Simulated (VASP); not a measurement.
# SnO2 in VASP: further runs

The runs below take SnO2 through single point, with r2SCAN.

Program: VASP 6.6.1. These are calculated values, not measurements. Logs are shortened: lines on timing, memory, paths and dates and some standing lists are left out, and cuts for length are marked.

### Step 1. The cell of the first run

The typed cell holds 6 atoms: a = 4.617 Å, b = 4.617 Å, c = 3.105 Å, α = 90.00°, β = 90.00°, γ = 90.00°.

### Step 2. Single point, r2SCAN (strain -0.030 along x and y, -0.030 along z)

POSCAR

```
SnO2
1.0
    4.6170235687      0.0000000000      0.0000000000
    0.0000000000      4.6172558849      0.0000000000
    0.0000000000      0.0000000000      3.1046894355
Sn O
2 4
Direct
    0.5000000000      0.5000000000      0.5000000000
    0.0000000000      0.0000000000      0.0000000000
    0.3058623571      0.3059582263      0.0000000000
    0.8058623571      0.1940417737      0.5000000000
    0.1941376429      0.8059582263      0.5000000000
    0.6941376429      0.6940417737      0.0000000000
```

INCAR.step1

```
SYSTEM = SnO2
PREC = Accurate
ENCUT = 520
ISMEAR = 0
SIGMA = 0.05
LREAL = .FALSE.
LASPH = .TRUE.
NELM = 80
NBANDS = 35
GGA = PE
ALGO = Normal
EDIFF = 1E-4
LWAVE = .TRUE.
LCHARG = .FALSE.
```

INCAR.step2

```
SYSTEM = SnO2
PREC = Accurate
ENCUT = 520
EDIFF = 1E-6
ISMEAR = 0
SIGMA = 0.05
LREAL = .FALSE.
LASPH = .TRUE.
NELM = 80
ALGO = Normal
ISIF = 2
LWAVE = .FALSE.
LCHARG = .FALSE.
METAGGA = R2SCAN
LMIXTAU = .TRUE.
NBANDS = 35
ISTART = 1
```

KPOINTS

```
Automatic mesh
0
G
  6 6 8
  0 0 0
```

Potentials or basis: VASP PAW PBE potentials, release 64 (Sn_d, O).

Run with:

```
$ cat potpaw_PBE.64/Sn_d/POTCAR potpaw_PBE.64/O/POTCAR > POTCAR
$ cp INCAR.step1 INCAR
$ mpirun -np 1 vasp_std > vasp.out
$ cp INCAR.step2 INCAR
$ mpirun -np 1 vasp_std > vasp.out
```

OUTCAR:

```text
SYSTEM = SnO2
   PREC = Accurate
   ENCUT = 520
   EDIFF = 1E-6
   ISMEAR = 0
   LREAL = .FALSE.
   LASPH = .TRUE.
   NELM = 80
   ISIF = 2
   METAGGA = R2SCAN
   ISTART = 1

 ion  position               nearest neighbor table
   1  0.500  0.500  0.500-   4 2.00   5 2.00   3 2.00   6 2.00   3 2.00   6 2.00   2 3.62   2 3.62
                             2 3.62   2 3.62   2 3.62   2 3.62   2 3.62   2 3.62
   2  0.000  0.000  0.000-   3 2.00   6 2.00   5 2.00   4 2.00   4 2.00   5 2.00   1 3.62   1 3.62
                             1 3.62   1 3.62   1 3.62   1 3.62   1 3.62   1 3.62
   3  0.306  0.306  0.000-   2 2.00   1 2.00   1 2.00
   4  0.806  0.194  0.500-   1 2.00   2 2.00   2 2.00
   5  0.194  0.806  0.500-   1 2.00   2 2.00   2 2.00
   6  0.694  0.694  0.000-   2 2.00   1 2.00   1 2.00

  LATTYP: Found a simple orthorhombic cell.
 ALAT       =     3.1046894355
 B/A-ratio  =     1.4871128545
 C/A-ratio  =     1.4871876820

  Lattice vectors:

 A1 = (   0.0000000000,   0.0000000000,   3.1046894355)
 A2 = (   4.6170235687,   0.0000000000,   0.0000000000)
 A3 = (   0.0000000000,   4.6172558849,   0.0000000000)

Analysis of symmetry for initial positions (statically):
=====================================================================
 Subroutine PRICEL returns:
 Original cell was already a primitive cell.

 Routine SETGRP: Setting up the symmetry group for a
 simple orthorhombic supercell.

 Subroutine GETGRP returns: Found  8 space group operations
 (whereof  4 operations were pure point group operations)
 out of a pool of  8 trial point group operations.

The static configuration has the point symmetry C_2h.
 The point group associated with its full space group is D_2h.

Analysis of symmetry for dynamics (positions and initial velocities):
=====================================================================
 Subroutine PRICEL returns:
 Original cell was already a primitive cell.

 Routine SETGRP: Setting up the symmetry group for a
 simple orthorhombic supercell.

 Subroutine GETGRP returns: Found  8 space group operations
 (whereof  4 operations were pure point group operations)
 out of a pool of  8 trial point group operations.

The dynamic configuration has the point symmetry C_2h.
 The point group associated with its full space group is D_2h.

 Subroutine INISYM returns: Found  8 space group operations
 (whereof  4 operations are pure point group operations),
 and found     1 'primitive' translations

----------------------------------------------------------------------------------------

                                     Primitive cell

  volume of cell :      66.1857

  direct lattice vectors                    reciprocal lattice vectors
     4.617023569  0.000000000  0.000000000     0.216589754  0.000000000  0.000000000
     0.000000000  4.617255885  0.000000000     0.000000000  0.216578857  0.000000000
     0.000000000  0.000000000  3.104689436     0.000000000  0.000000000  0.322093408

  length of vectors
     4.617023569  4.617255885  3.104689436     0.216589754  0.216578857  0.322093408

  position of ions in fractional coordinates (direct lattice)
     0.500000000  0.500000000  0.500000000
     0.000000000  0.000000000  0.000000000
     0.305862357  0.305958226  0.000000000
     0.805862357  0.194041774  0.500000000
     0.194137643  0.805958226  0.500000000
     0.694137643  0.694041774  0.000000000

  ion indices of the primitive-cell ions
   primitive index   ion index
                 1           1
                 2           2
                 3           3
                 4           4
                 5           5
                 6           6

----------------------------------------------------------------------------------------

 KPOINTS: Automatic mesh

Automatic generation of k-mesh.
 Grid dimensions read from file:
 generate k-points for:    6    6    8

 Generating k-lattice:

  Cartesian coordinates                     Fractional coordinates (reciprocal lattice)
     0.036098292  0.000000000  0.000000000     0.166666667  0.000000000  0.000000000
     0.000000000  0.036096476  0.000000000     0.000000000  0.166666667  0.000000000
     0.000000000  0.000000000  0.040261676     0.000000000  0.000000000  0.125000000

  Length of vectors
     0.036098292  0.036096476  0.040261676

  Shift w.r.t. Gamma in fractional coordinates (k-lattice)
     0.000000000  0.000000000  0.000000000

 Subroutine IBZKPT returns following result:
 ===========================================

 Found     80 irreducible k-points:

 Following reciprocal coordinates:
            Coordinates               Weight
  0.000000  0.000000  0.000000      1.000000
  0.166667  0.000000  0.000000      2.000000
  0.333333  0.000000  0.000000      2.000000
  0.500000  0.000000  0.000000      1.000000
  0.000000  0.166667  0.000000      2.000000
  0.166667  0.166667  0.000000      4.000000
[... 16 lines left out ...]
  0.333333  0.166667  0.125000      8.000000
  0.500000  0.166667  0.125000      4.000000
 [... further k-points ...]
   k-points           NKPTS =     80   k-points in BZ     NKDIM =     80   number of bands    NBANDS=     35
   number of dos      NEDOS =    301   number of ions     NIONS =      6
   total plane-waves  NPLWV =  31104
   dimension x,y,z NGX =    36 NGY =   36 NGZ =   24
   dimension x,y,z NGXF=    72 NGYF=   72 NGZF=   48
   ions per type =               2   4
   NGX,Y,Z   is equivalent  to a cutoff of  12.96, 12.96, 12.85 a.u.
   NGXF,Y,Z  is equivalent  to a cutoff of  25.93, 25.92, 25.70 a.u.
 SYSTEM =  SnO2
   PREC   = accura    normal or accurate (medium, high low for compatibility)
   ISTART =      1    job   : 0-new  1-cont  2-samecut
   ICHARG =      0    charge: 1-file 2-atom 10-const
   ISPIN  =      1    spin polarized calculation?
   LNONCOLLINEAR =      F non collinear calculations
   LSORBIT =      F    spin-orbit coupling
   LASPH  =      T    aspherical Exc in radial PAW
   ENCUT  =  520.0 eV  38.22 Ry    6.18 a.u.   8.58  8.59  5.77*2*pi/ulx,y,z
   NELM   =     80;   NELMIN=  2; NELMDL=  0     # of ELM steps
   EDIFF  = 0.1E-05   stopping-criterion for ELM
   LREAL  =      F    real-space projection
   EDIFFG = 0.1E-04   stopping-criterion for IOM
   NSW    =      0    number of steps for IOM
   IBRION =     -1    ionic relax: 0-MD 1-quasi-New 2-CG
   NFREE  =      0    steps in history (QN), initial steepest desc. (CG)
   ISIF   =      2    stress and relaxation
   ISYM   =      2    0-nonsym 1-usesym 2-fastsym
   POTIM  = 0.5000    time-step for ionic-motion
   TEBEG  =    0.0;   TEEND  =   0.0 temperature during run
   PSTRESS=    0.0 pullay stress
   NELECT =      52.0000    total number of electrons
   NUPDOWN=      -1.0000    fix difference up-down
   EMIN   =  10.00;   EMAX   =-10.00  energy-range for DOS
   EFERMI =   0.00;   METHOD = LEGACY
   ISMEAR =     0;   SIGMA  =   0.05  broadening in eV -4-tet -1-fermi 0-gaus
   EFERMI_NEDOS =   21; number of points for ismear=-14 and -15
   IALGO  =     38    algorithm
   IMIX   =      4    mixing-type and parameters
     AMIX     =   0.40;   BMIX     =  1.00
     AMIX_MAG =   1.60;   BMIX_MAG =  1.00
  volume/ion in A,a.u.               =      11.03        74.44
  Fermi-wavevector in a.u.,A,eV,Ry     =   1.510618  2.854653 31.048027  2.281966
  Thomas-Fermi vector in A             =   2.620784
   LORBIT       =      0    0 simple, 1 ext, 2 COOP (PROOUT), +10 PAW based schemes
   METAGGA = R2SCAN    functional components
   LHFCALC =     F    Hartree Fock is set to
   AEXX    =    0.0000 exact exchange contribution
   IVDW    =     0    specifies the selected vdW correction
   LEPSILON=     F    determine dielectric tensor
   LRPA    =     F    only Hartree local field effects (RPA)
 non-spin polarized calculation
 Gauss-broadening in eV      SIGMA  =   0.05
  energy-cutoff  :      520.00
  volume of cell :       66.19
 maximum number of plane-waves:      1802
 NGX is ok and might be reduce to    36
   NGX = 17   NGY = 17   NGZ = 11

 number of electron      52.0000017 magnetization

 Free energy of the ion-electron system (eV)
  ---------------------------------------------------
  ext. energy  EPLUGINS =         0.00000000
  ---------------------------------------------------
  free energy    TOTEN  =       -84.11992014 eV

  energy without entropy =      -84.11992014  energy(sigma->0) =      -84.11992014

 E-fermi :   6.9333     XC(G=0): -12.5015

 val. band max:        6.6547106151   @ k =   0.0000   0.0000   0.0000
 cond. band min:       9.6155431558   @ k =   0.0000   0.0000   0.0000
 fundamental gap:      2.9608325407
 Fermi energy:         6.9333342137

 k-point     1 :       0.0000    0.0000    0.0000
  band No.  band energies     occupation
      1     -15.3007      2.00000
      2     -14.3429      2.00000
      3     -13.6792      2.00000
      4     -13.6303      2.00000
      5     -13.6303      2.00000
      6     -13.5941      2.00000
[... 27 lines left out ...]
     34      20.9481      0.00000
     35      20.9500      0.00000

 k-point     2 :       0.1667    0.0000    0.0000
  band No.  band energies     occupation
      1     -15.2443      2.00000
      2     -14.3475      2.00000
      3     -13.7822      2.00000
      4     -13.6278      2.00000
      5     -13.6277      2.00000
      6     -13.6028      2.00000
[... 27 lines left out ...]
     34      20.8176      0.00000
     35      20.8448      0.00000

 k-point     3 :       0.3333    0.0000    0.0000
  band No.  band energies     occupation
      1     -15.0785      2.00000
      2     -14.5150      2.00000
      3     -13.8122      2.00000
      4     -13.6349      2.00000
      5     -13.6227      2.00000
      6     -13.6225      2.00000
[... 27 lines left out ...]
     34      20.4435      0.00000
     35      20.6909      0.00000
[... 723 lines left out ...]
 k-point    23 :       0.3333    0.1667    0.1250
  band No.  band energies     occupation
      1     -15.0003      2.00000
      2     -14.5436      2.00000
      3     -14.0278      2.00000
      4     -13.9510      2.00000
      5     -13.5464      2.00000
      6     -13.5127      2.00000
[... 27 lines left out ...]
     34      20.4789      0.00000
     35      20.5813      0.00000

 k-point    24 :       0.5000    0.1667    0.1250
  band No.  band energies     occupation
      1     -14.8034      2.00000
      2     -14.8034      2.00000
      3     -13.9808      2.00000
      4     -13.9808      2.00000
      5     -13.5246      2.00000
      6     -13.5246      2.00000
[... 27 lines left out ...]
     34      20.2764      0.00000
     35      21.2071      0.00000

 [... further k-points ...]

------------------------ aborting loop because EDIFF is reached ----------------------------------------

  FORCE on cell =-STRESS in cart. coord.  units (eV):
  Direction    XX          YY          ZZ          XY          YZ          ZX
  --------------------------------------------------------------------------------------
  -------------------------------------------------------------------------------------
  Total        9.7691437      9.7689609     12.8344588      0.0000000      0.0000000      0.0000000
  in kB      236.4846083    236.4801832    310.6876161      0.0000000      0.0000000      0.0000000
  external PRESSURE =     261.2174692 kB  Pullay stress =       0.0000000 kB

 VOLUME and BASIS-vectors are now :
 -----------------------------------------------------------------------------
  energy-cutoff  :      520.00
  volume of cell :       66.19
      direct lattice vectors                 reciprocal lattice vectors
     4.617023569  0.000000000  0.000000000     0.216589754  0.000000000  0.000000000
     0.000000000  4.617255885  0.000000000     0.000000000  0.216578857  0.000000000
     0.000000000  0.000000000  3.104689436     0.000000000  0.000000000  0.322093408

 POSITION                                       TOTAL-FORCE (eV/Angst)
 -----------------------------------------------------------------------------------
      2.30851      2.30863      1.55234        -0.000000      0.000000      0.000000
      0.00000      0.00000      0.00000        -0.000000      0.000000      0.000000
      1.41217      1.41269      0.00000        -0.285842     -0.285550      0.000000
      3.72069      0.89594      1.55234        -0.285842      0.285550      0.000000
      0.89634      3.72132      1.55234         0.285842     -0.285550     -0.000000
      3.20485      3.20457      0.00000         0.285842      0.285550     -0.000000
 -----------------------------------------------------------------------------------
    total drift:                                0.000000      0.000000      0.000000

  FREE ENERGIE OF THE ION-ELECTRON SYSTEM (eV)
  ---------------------------------------------------
  free  energy   TOTEN  =       -84.1199201380 eV

  energy  without entropy=      -84.1199201380  energy(sigma->0) =      -84.11992014
```

It took 3.8 min on 1 thread of Intel Xeon 6975P-C (Granite Rapids), shared host; peak memory 0.27 GiB.

Results:

| Item | Value |
| --- | --- |
| Free energy | -84.1199 eV |
| Pressure | 26.1 GPa |
| Largest force | 0.404 eV/Å |
| Band gap on the k mesh | 2.96 eV |

Forces on the atoms (eV/Å):
```
Sn   0.000  0.000  0.000
Sn   0.000  0.000  0.000
O   -0.286 -0.286  0.000
O   -0.286  0.286  0.000
O    0.286 -0.286  0.000
O    0.286  0.286  0.000
```

Stress tensor (GPa, compression positive):
```
23.65  0.00  0.00
 0.00 23.65  0.00
 0.00  0.00 31.07
```

Caveat: the cell differs from its parent crystal (strain -0.030 along x and y, -0.030 along z); the cell stands under pressure; the PAW data sets were made with another functional, which shifts forces and pressure a little; spin-orbit coupling is left out, which moves the levels of the heavy elements.

### Step 3. Single point, r2SCAN (strain -0.030 along x and y, -0.015 along z)

Changes to POSCAR since step 2:

```diff
@@ -4,3 +4,3 @@
     0.0000000000      4.6172558849      0.0000000000
-    0.0000000000      0.0000000000      3.1046894355
+    0.0000000000      0.0000000000      3.1527000968
 Sn O
```

INCAR.step1

```
SYSTEM = SnO2
PREC = Accurate
ENCUT = 520
ISMEAR = 0
SIGMA = 0.05
LREAL = .False.
LASPH = .True.
NELM = 80
NBANDS = 35
GGA = PE
ALGO = Normal
EDIFF = 1E-4
LWAVE = .True.
LCHARG = .False.
```

INCAR.step2

```
SYSTEM = SnO2
PREC = Accurate
ENCUT = 520
EDIFF = 1E-7
ISMEAR = 0
SIGMA = 0.05
LREAL = .False.
LASPH = .True.
NELM = 80
ALGO = Normal
ISIF = 2
LWAVE = .False.
LCHARG = .False.
METAGGA = R2SCAN
LMIXTAU = .True.
NBANDS = 35
ISTART = 1
```

KPOINTS

```
regular mesh
0
Gamma
  6 6 8
  0 0 0
```

Potentials or basis: VASP PAW PBE potentials, release 64 (Sn_d, O).

Run with:

```
$ cat potpaw_PBE.64/Sn_d/POTCAR potpaw_PBE.64/O/POTCAR > POTCAR
$ cp INCAR.step1 INCAR
$ mpirun -np 1 vasp_std > vasp.out
$ cp INCAR.step2 INCAR
$ mpirun -np 1 vasp_std > vasp.out
```

Run time: 4.3 min. Hardware: 1 thread of Intel Xeon 6975P-C (Granite Rapids), shared host; peak memory 0.27 GiB.

Results (log left out):

```
Free energy            : -84.2891 eV
Pressure               : 20.4 GPa
Largest force          : 0.203 eV/Å
Band gap on the k mesh : 2.71 eV
```

Forces on the atoms (eV/Å):
```
Sn   0.000  0.000  0.000
Sn   0.000  0.000  0.000
O   -0.144 -0.143  0.000
O   -0.144  0.143  0.000
O    0.144 -0.143  0.000
O    0.144  0.143  0.000
```

Stress tensor (GPa, compression positive):
```
19.95  0.00  0.00
 0.00 19.95  0.00
 0.00  0.00 21.39
```

Levels at points of the mesh, in eV from the valence-band top:
```
           k point  band 24  band 25  band 26  band 27  band 28  band 29
(0.00, 0.00, 0.00)    -0.82    -0.82     0.00     2.71     7.40     7.40
(0.50, 0.00, 0.00)    -1.17    -0.65    -0.65     5.89     5.89     8.17
(0.00, 0.50, 0.00)    -1.17    -0.65    -0.65     5.89     5.89     8.18
(0.50, 0.50, 0.00)    -1.30    -0.96    -0.96     6.32     6.32     8.76
(0.00, 0.00, 0.50)    -1.88    -1.37    -1.37     7.86     7.86    11.15
(0.50, 0.00, 0.50)    -1.23    -0.56    -0.56     8.18     8.18     9.62
(0.00, 0.50, 0.50)    -1.23    -0.56    -0.56     8.18     8.18     9.62
(0.50, 0.50, 0.50)    -1.01    -0.92    -0.92     6.42     6.42    10.05
```

Caveat: the cell differs from its parent crystal (strain -0.030 along x and y, -0.015 along z); the cell stands under pressure; the PAW data sets were made with another functional, which shifts forces and pressure a little; spin-orbit coupling is left out, which moves the levels of the heavy elements.

(Continued in part 2 of 2.)
